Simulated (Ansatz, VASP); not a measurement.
## One calculation of Zr4Ag, two programs

```
Zr Ag
1.0
    -2.02646    2.02646    7.26945
     2.02646   -2.02646    7.26945
     2.02646    2.02646   -7.26945
Zr Ag
4 1
Direct
  0.40941 0.40941 0.00000
  0.59059 0.59059 0.00000
  0.75000 0.25000 0.50000
  0.25000 0.75000 0.50000
  0.00000 0.00000 0.00000
```

Change from the starting cell: species swapped into the NaGa4 type (I4/mmm, No. 139).

Alike in both runs: functional PBE; k mesh 6 × 6 × 6; occupations gaussian, width 0.2 eV; no spin polarisation.

Ansatz relaxed the structure, and its values are those at the end. VASP's run is a single point on that final structure, the one shown.

|  | VASP | Ansatz |
| --- | --- | --- |
| version | VASP 6.6.1 | Ansatz 0.2.0 |
| potentials or method | VASP PAW PBE potentials, release 64 (Zr_sv, Ag), cutoff 520 eV | scalar-relativistic, plane waves, PAW |
| valence electrons in the cell | 59 | 67 |

|  | VASP | Ansatz | Ansatz less VASP |
| --- | --- | --- | --- |
| gap on the k mesh at the Fermi level (eV) | none | none | - |
| pressure (GPa) | 0.1 | 0.1 | -0.03 |
| rms of the force components (eV/Å) | 0.002 | 0.011 | +0.0089 |

A gap of «none» marks a metal or a gap that the smearing closes. VASP's potentials hold 59 valence electrons a cell and Ansatz's 67, so a difference there can come from the potentials and not from the codes.

The k mesh is coarse, so the values compare programs but aren't converged.
